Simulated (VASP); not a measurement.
# Ni5O6 in VASP: single point with PBEsol

Aim: the single point of Ni5O6 with PBEsol.

Everything below comes from runs of VASP 6.6.1. Logs are shortened: lines on timing, memory, paths and dates and some standing lists are left out, and cuts for length are marked.

### 1 The cell of the first run

The cell holds a slab with vacuum, 11 atoms: a = 2.911 Å, b = 2.911 Å, c = 26.882 Å, α = 90.00°, β = 90.00°, γ = 120.00°.

### 2 Single point, PBEsol, collinear spin, ferromagnetic start

Contents of INCAR:

```
ALGO     = Fast           # electronic algorithm
DIPOL    = 0.5 0.5 0.500
EDIFF    = 1E-6           # SCF threshold, eV
ENCUT    = 520            # plane-wave cutoff, eV
GGA      = PS             # functional
IDIPOL   = 3            
ISIF     = 2              # what is computed and relaxed
ISMEAR   = 0              # smearing method
ISPIN    = 2              # spin polarisation
LASPH    = True           # aspherical terms in the spheres
LCHARG   = False          # write CHGCAR
LDIPOL   = True         
LMAXMIX  = 4              # l up to which the mixer works
LORBIT   = 11             # projections on sites
LREAL    = False          # projectors in reciprocal space
LWAVE    = False          # write WAVECAR
MAGMOM   = 0.2 0.2 0.2 0.2 0.2 0.2 1.14 1.14 1.14 1.14 1.14 # initial moments
NBANDS   = 58             # bands
NELM     = 150            # most SCF steps
PREC     = Accurate       # precision mode
SIGMA    = 0.1            # smearing width, eV
```

Contents of KPOINTS:

```
k-points
0
Gamma
  12 12 1
```

Contents of POSCAR:

```
Ni5O6
1.0
    2.9105322991      0.0000000000      0.0000000000
   -1.4552661496      2.5205949096      0.0000000000
    0.0000000000      0.0000000000     26.8821983546
O Ni
6 5
Direct
    0.3333333333      0.6666666667      0.2901167051
    0.0000000000      0.0000000000      0.3684576814
    0.6666666667      0.3333333333      0.4558908170
    0.3333333333      0.6666666667      0.5441069687
    0.0000000000      0.0000000000      0.6315430796
    0.6666666667      0.3333333333      0.7098855273
    0.6666666667      0.3333333333      0.3200743042
    0.3333333333      0.6666666667      0.4118875186
    0.0000000000      0.0000000000      0.4999987062
    0.6666666667      0.3333333333      0.5881110514
    0.3333333333      0.6666666667      0.6799276405
```

Potentials or basis: VASP PAW PBE potentials, release 64 (O, Ni).

Run with:

```
$ cat potpaw_PBE.64/O/POTCAR potpaw_PBE.64/Ni/POTCAR > POTCAR
$ mpirun -np 1 vasp_std > vasp.out
```

OUTCAR:

```text
EDIFF = 1E-6
   ENCUT = 520
   GGA = PS
   ISIF = 2
   ISMEAR = 0
   ISPIN = 2
   LASPH = True
   LORBIT = 11
   LREAL = False
   NELM = 150
   PREC = Accurate

 ion  position               nearest neighbor table
   1  0.333  0.667  0.290-   7 1.86   7 1.86   7 1.86
   2  0.000  0.000  0.368-   8 2.05   8 2.05   8 2.05   7 2.12   7 2.12   7 2.12
   3  0.667  0.333  0.456-   8 2.05   8 2.05   8 2.05   9 2.06   9 2.06   9 2.06
   4  0.333  0.667  0.544-  10 2.06  10 2.06  10 2.06   9 2.06   9 2.06   9 2.06
   5  0.000  0.000  0.632-  10 2.05  10 2.05  10 2.05  11 2.12  11 2.12  11 2.12
   6  0.667  0.333  0.710-  11 1.86  11 1.86  11 1.86
   7  0.667  0.333  0.320-   1 1.86   1 1.86   1 1.86   2 2.12   2 2.12   2 2.12   8 2.99   8 2.99
                             8 2.99
   8  0.333  0.667  0.412-   2 2.05   2 2.05   2 2.05   3 2.05   3 2.05   3 2.05   9 2.90   9 2.90
                             9 2.90   7 2.99   7 2.99   7 2.99
   9  0.000  0.000  0.500-   3 2.06   3 2.06   3 2.06   4 2.06   4 2.06   4 2.06   8 2.90   8 2.90
                             8 2.90  10 2.90  10 2.90  10 2.90
  10  0.667  0.333  0.588-   5 2.05   5 2.05   5 2.05   4 2.06   4 2.06   4 2.06   9 2.90   9 2.90
                             9 2.90  11 2.99  11 2.99  11 2.99
  11  0.333  0.667  0.680-   6 1.86   6 1.86   6 1.86   5 2.12   5 2.12   5 2.12  10 2.99  10 2.99
                            10 2.99

  LATTYP: Found a hexagonal cell.
 ALAT       =     2.9105322991
 C/A-ratio  =     9.2361793624

  Lattice vectors:

 A1 = (   2.9105322991,   0.0000000000,   0.0000000000)
 A2 = (  -1.4552661496,   2.5205949096,   0.0000000000)
 A3 = (   0.0000000000,   0.0000000000,  26.8821983546)

Analysis of symmetry for initial positions (statically):
=====================================================================
 Subroutine PRICEL returns:
 Original cell was already a primitive cell.

 Routine SETGRP: Setting up the symmetry group for a
 hexagonal supercell.

 Subroutine GETGRP returns: Found 12 space group operations
 (whereof 12 operations were pure point group operations)
 out of a pool of 24 trial point group operations.

The static configuration has the point symmetry D_3d.

Analysis of symmetry for dynamics (positions and initial velocities):
=====================================================================
 Subroutine PRICEL returns:
 Original cell was already a primitive cell.

 Routine SETGRP: Setting up the symmetry group for a
 hexagonal supercell.

 Subroutine GETGRP returns: Found 12 space group operations
 (whereof 12 operations were pure point group operations)
 out of a pool of 24 trial point group operations.

The dynamic configuration has the point symmetry D_3d.

Analysis of structural, dynamic, and magnetic symmetry:
=====================================================================
 Subroutine PRICEL returns:
 Original cell was already a primitive cell.

 Routine SETGRP: Setting up the symmetry group for a
 hexagonal supercell.

 Subroutine GETGRP returns: Found 12 space group operations
 (whereof 12 operations were pure point group operations)
 out of a pool of 24 trial point group operations.

The overall configuration has the point symmetry D_3d.

 Subroutine INISYM returns: Found 12 space group operations
 (whereof 12 operations are pure point group operations),
 and found     1 'primitive' translations

----------------------------------------------------------------------------------------

                                     Primitive cell

  volume of cell :     197.2151

  direct lattice vectors                    reciprocal lattice vectors
     2.910532299  0.000000000  0.000000000     0.343579764  0.198365869  0.000000000
    -1.455266150  2.520594910  0.000000000     0.000000000  0.396731738  0.000000000
     0.000000000  0.000000000 26.882198355     0.000000000  0.000000000  0.037199339

  length of vectors
     2.910532299  2.910532299 26.882198355     0.396731738  0.396731738  0.037199339

  position of ions in fractional coordinates (direct lattice)
     0.333333333  0.666666667  0.290116705
     0.000000000  0.000000000  0.368457681
     0.666666667  0.333333333  0.455890817
     0.333333333  0.666666667  0.544106969
     0.000000000  0.000000000  0.631543080
     0.666666667  0.333333333  0.709885527
     0.666666667  0.333333333  0.320074304
     0.333333333  0.666666667  0.411887519
     0.000000000  0.000000000  0.499998706
     0.666666667  0.333333333  0.588111051
     0.333333333  0.666666667  0.679927640

  ion indices of the primitive-cell ions
   primitive index   ion index
                 1           1
                 2           2
                 3           3
                 4           4
                 5           5
[... 61 lines left out ...]
   NGXF,Y,Z  is equivalent  to a cutoff of  27.42, 27.42, 24.74 a.u.
 SYSTEM =  unknown system
   PREC   = accura    normal or accurate (medium, high low for compatibility)
   ISTART =      0    job   : 0-new  1-cont  2-samecut
   ICHARG =      2    charge: 1-file 2-atom 10-const
   ISPIN  =      2    spin polarized calculation?
   LNONCOLLINEAR =      F non collinear calculations
   LSORBIT =      F    spin-orbit coupling
   LASPH  =      T    aspherical Exc in radial PAW
   ENCUT  =  520.0 eV  38.22 Ry    6.18 a.u.   5.41  5.41 49.98*2*pi/ulx,y,z
   NELM   =    150;   NELMIN=  2; NELMDL= -5     # of ELM steps
   EDIFF  = 0.1E-05   stopping-criterion for ELM
   LREAL  =      F    real-space projection
   EDIFFG = 0.1E-04   stopping-criterion for IOM
   NSW    =      0    number of steps for IOM
   IBRION =     -1    ionic relax: 0-MD 1-quasi-New 2-CG
   NFREE  =      0    steps in history (QN), initial steepest desc. (CG)
   ISIF   =      2    stress and relaxation
   ISYM   =      2    0-nonsym 1-usesym 2-fastsym
   POTIM  = 0.5000    time-step for ionic-motion
   TEBEG  =    0.0;   TEEND  =   0.0 temperature during run
   PSTRESS=    0.0 pullay stress
   NELECT =      86.0000    total number of electrons
   NUPDOWN=      -1.0000    fix difference up-down
   EMIN   =  10.00;   EMAX   =-10.00  energy-range for DOS
   EFERMI =   0.00;   METHOD = LEGACY
   ISMEAR =     0;   SIGMA  =   0.10  broadening in eV -4-tet -1-fermi 0-gaus
   EFERMI_NEDOS =   21; number of points for ismear=-14 and -15
   IALGO  =     68    algorithm
   IMIX   =      4    mixing-type and parameters
     AMIX     =   0.40;   BMIX     =  1.00
     AMIX_MAG =   1.60;   BMIX_MAG =  1.00
  volume/ion in A,a.u.               =      17.93       120.99
  Fermi-wavevector in a.u.,A,eV,Ry     =   1.241445  2.345991 20.969112  1.541186
  Thomas-Fermi vector in A             =   2.375843
   LORBIT       =     11    0 simple, 1 ext, 2 COOP (PROOUT), +10 PAW based schemes
   GGA     = PS    functional components
   LHFCALC =     F    Hartree Fock is set to
   AEXX    =    0.0000 exact exchange contribution
   IVDW    =     0    specifies the selected vdW correction
   LEPSILON=     F    determine dielectric tensor
   LRPA    =     F    only Hartree local field effects (RPA)
 spin polarized calculation
 RMM-DIIS sequential band-by-band and
 Gauss-broadening in eV      SIGMA  =   0.10
  energy-cutoff  :      520.00
  volume of cell :      197.22
 maximum number of plane-waves:      5415
 NGX is ok and might be reduce to    24
   NGX = 11   NGY = 11   NGZ = 99

 dipolmoment           0.000000      0.000000      0.000002 electrons x Angstroem

 number of electron      85.9999939 magnetization       0.1153021

 number of electron      85.9999939 magnetization      -0.0397638

 dipolmoment           0.000000      0.000000     -0.000041 electrons x Angstroem

 Free energy of the ion-electron system (eV)
  ---------------------------------------------------
  ext. energy  EPLUGINS =         0.00000000
  ---------------------------------------------------
  free energy    TOTEN  =       -68.84823158 eV

  energy without entropy =      -68.81810646  energy(sigma->0) =      -68.83316902

 E-fermi :  -0.0867     XC(G=0):  -6.7500

 val. band max:       -0.1023128346   @ k =   0.4167   0.1667   0.0000
 cond. band min:      -0.0782487996   @ k =   0.1667   0.0833   0.0000
 fundamental gap:      0.0240640350
 Fermi energy:        -0.0866528002

 spin component 1

 k-point     1 :       0.0000    0.0000    0.0000
  band No.  band energies     occupation
      1     -20.5040      1.00000
      2     -20.1655      1.00000
      3     -19.7789      1.00000
      4     -19.3734      1.00000
      5     -18.4682      1.00000
      6     -18.4312      1.00000
[... 1091 lines left out ...]
     54       9.5986      0.00000
     55       9.9619      0.00000
 Fermi energy:        -0.0866528002

 spin component 2

 k-point     1 :       0.0000    0.0000    0.0000
  band No.  band energies     occupation
      1     -20.4935      1.00000
      2     -20.1406      1.00000
      3     -19.7931      1.00000
      4     -19.4038      1.00000
      5     -18.5396      1.00000
      6     -18.4916      1.00000
[... 1091 lines left out ...]
     54       9.7795      0.00000
     55       9.9926      0.00000
 [bands above 55 left out]

------------------------ aborting loop because EDIFF is reached ----------------------------------------

 vacuum level on the upper side and lower side of the slab       (xc-potential included)        -0.005        -0.004

  FORCE on cell =-STRESS in cart. coord.  units (eV):
  Direction    XX          YY          ZZ          XY          YZ          ZX
  --------------------------------------------------------------------------------------
  -------------------------------------------------------------------------------------
  Total       -2.3992551     -2.3992551      0.0365254      0.0000000      0.0000000      0.0000000
  in kB      -19.4915670    -19.4915670      0.2967325      0.0000000      0.0000000      0.0000000
  external PRESSURE =     -12.8954672 kB  Pullay stress =       0.0000000 kB

 VOLUME and BASIS-vectors are now :
 -----------------------------------------------------------------------------
  energy-cutoff  :      520.00
  volume of cell :      197.22
      direct lattice vectors                 reciprocal lattice vectors
     2.910532299  0.000000000  0.000000000     0.343579764  0.198365869  0.000000000
    -1.455266150  2.520594910  0.000000000     0.000000000  0.396731738  0.000000000
     0.000000000  0.000000000 26.882198355     0.000000000  0.000000000  0.037199339

 POSITION                                       TOTAL-FORCE (eV/Angst)
 -----------------------------------------------------------------------------------
     -0.00000      1.68040      7.79897        -0.000000      0.000000     -0.067282
      0.00000      0.00000      9.90495         0.000000      0.000000      0.009478
      1.45527      0.84020     12.25535         0.000000     -0.000000     -0.006017
     -0.00000      1.68040     14.62679        -0.000000      0.000000      0.006017
      0.00000      0.00000     16.97727        -0.000000     -0.000000     -0.009478
      1.45527      0.84020     19.08328        -0.000000      0.000000      0.067282
      1.45527      0.84020      8.60430        -0.000000      0.000000      0.057833
     -0.00000      1.68040     11.07244        -0.000000      0.000000     -0.006734
      0.00000      0.00000     13.44106        -0.000000      0.000000      0.000000
      1.45527      0.84020     15.80972         0.000000     -0.000000      0.006734
     -0.00000      1.68040     18.27795         0.000000     -0.000000     -0.057833
 -----------------------------------------------------------------------------------
    total drift:                                0.000000     -0.000000     -0.029621

  FREE ENERGIE OF THE ION-ELECTRON SYSTEM (eV)
  ---------------------------------------------------
  free  energy   TOTEN  =       -68.8482315821 eV

  energy  without entropy=      -68.8181064607  energy(sigma->0) =      -68.83316902

 vacuum level on the upper side and lower side of the slab         7.135         7.136

 total charge

# of ion       s       p       d       tot
------------------------------------------
    1        1.582   3.318   0.000   4.900
    2        1.571   3.372   0.000   4.944
    3        1.558   3.402   0.000   4.960
    4        1.558   3.402   0.000   4.960
    5        1.571   3.372   0.000   4.944
    6        1.582   3.318   0.000   4.900
    7        0.435   0.575   8.250   9.261
    8        0.354   0.451   8.309   9.114
    9        0.349   0.443   8.316   9.109
   10        0.354   0.451   8.309   9.114
   11        0.435   0.575   8.250   9.261
--------------------------------------------------
tot         11.350  22.681  41.435  75.466

 magnetization (x)

# of ion       s       p       d       tot
------------------------------------------
    1       -0.006  -0.071   0.000  -0.078
    2        0.003   0.043   0.000   0.047
    3       -0.001  -0.001   0.000  -0.001
    4       -0.001  -0.001   0.000  -0.001
    5        0.003   0.043   0.000   0.047
    6       -0.006  -0.071   0.000  -0.078
    7        0.002   0.001  -0.543  -0.540
    8       -0.007  -0.012   1.198   1.179
    9        0.011   0.013  -1.247  -1.223
   10       -0.007  -0.012   1.198   1.179
   11        0.002   0.001  -0.543  -0.540
--------------------------------------------------
tot         -0.007  -0.065   0.063  -0.009
```

Run time: 40 min. Hardware: 1 thread of Oxide Virtual Turin-like, shared host; peak memory 0.56 GiB.

Results:

| Property | Result |
| --- | --- |
| Free energy | -68.8482 eV |
| Largest force | 0.067 eV/Å |
| Band gap on the k mesh | zero (filled and empty bands overlap) |
| Net moment | -0.04 μB per cell |
| Site moments | O -0.08, +0.05, -0.00 (each value once); Ni -0.54, +1.18, -1.22 (each value once) μB |
| Valence electrons inside the program's atomic spheres | O 4.90, 4.94, 4.96 (each value once); Ni 9.26, 9.11 (each value once) |

Forces on the atoms (eV/Å):
```
O    0.000  0.000 -0.067
O    0.000  0.000  0.009
O    0.000  0.000 -0.006
O    0.000  0.000  0.006
O    0.000  0.000 -0.009
O    0.000  0.000  0.067
Ni   0.000  0.000  0.058
Ni   0.000  0.000 -0.007
Ni   0.000  0.000  0.000
Ni   0.000  0.000  0.007
Ni   0.000  0.000 -0.058
```

Caveat: the PAW data sets were made with another functional, which shifts forces and pressure a little; semilocal functionals often make such compounds metallic where correlation or magnetic order opens a gap, which also shifts bond lengths. With open d or f shells a metallic result of PBEsol can be an artefact of self-interaction; +U or a hybrid may open a gap.

The gap in the log of VASP goes by the Fermi energy; the results here count the filled bands.